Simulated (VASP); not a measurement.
The system is F2, in a box.

```
F
1.0
     9.00000    0.00000    0.00000
     0.00000    9.50000    0.00000
     0.00000    0.00000   10.00000
F
2
Direct
  0.50000 0.50000 0.43011
  0.50000 0.50000 0.56989
```

Base run:

```yaml
Program: VASP 6.6.1
Functional: PBEsol
Potentials_or_basis: VASP PAW PBE potentials, release 64 (F)
Cutoff: 520 eV
k_mesh: 1 × 1 × 1
Occupations: fermi-dirac, width 0.02 eV
Spin: no spin polarisation
```

Its results: gap between the frontier levels 3.66 eV; largest force 0.448 eV/Å.

**Question.** The run is repeated on the same cell with these changes: potentials or basis from VASP PAW PBE potentials, release 64 (F) to VASP PAW PBE potentials, release 64 (F_h); cutoff from 520 eV to 910 eV; further incar settings from ALGO = Normal; EDIFF = 1e-06; NBANDS = 14 to ALGO = Normal; EDIFF = 1e-06; NBANDS = 14; NELMDL = -8. What comes out?

**Answer.** Gap between the frontier levels 3.74 eV; largest force 0.040 eV/Å.

Caveats: the PAW data sets were made with another functional, which shifts forces and pressure a little.

